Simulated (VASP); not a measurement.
Write the native input for VASP 6.6.1 that does the following.

```yaml
Task: single point
Functional: PBEsol
Potentials_or_basis: VASP PAW PBE potentials, release 64 (In_d, P)
Cutoff: 520 eV
k_mesh: 7 × 7 × 7
Occupations: fermi-dirac, width 0.05 eV
Spin: no spin polarisation
Dipole_correction: no
Further_INCAR_settings: ALGO = Normal; EDIFF = 1e-07; NBANDS = 16
```

The structure of InP lies in POSCAR:

```
InP
1.0
    0.0000000000      2.9598050000      2.9305000000
    2.9598050000      0.0000000000      2.9305000000
    2.9598050000      2.9598050000      0.0000000000
In P
1 1
Direct
    0.0000000000      0.0000000000      0.0000000000
    0.7500000000      0.7500000000      0.7500000000
```

These files were run (other wordings do the same):

INCAR

```
PREC = Accurate
ENCUT = 520
EDIFF = 1E-7
ISMEAR = -1
SIGMA = 0.05
LREAL = False
LASPH = True
NELM = 100
ALGO = Normal
ISIF = 2
LWAVE = False
LCHARG = True
GGA = PS
LELF = True
LVHAR = True
NBANDS = 16
```

KPOINTS

```
Automatic mesh
0
Gamma
  7 7 7
```

Potentials or basis: VASP PAW PBE potentials, release 64 (In_d, P).

Command:

```bash
$ cat potpaw_PBE.64/In_d/POTCAR potpaw_PBE.64/P/POTCAR > POTCAR
$ mpirun -np 1 vasp_std > vasp.out
```

It gave:

```yaml
Pressure: -0.7 GPa
Band_gap_on_the_k_mesh: 0.48 eV, direct
```

Caveat: the PAW data sets were made with another functional, which shifts forces and pressure a little; spin-orbit coupling is left out, which moves the levels of the heavy elements.

Run time: 19 s on 1 thread of Intel(R) Xeon(R) Platinum 8488C (Sapphire Rapids), with other jobs on the host, peak memory 0.18 GiB.
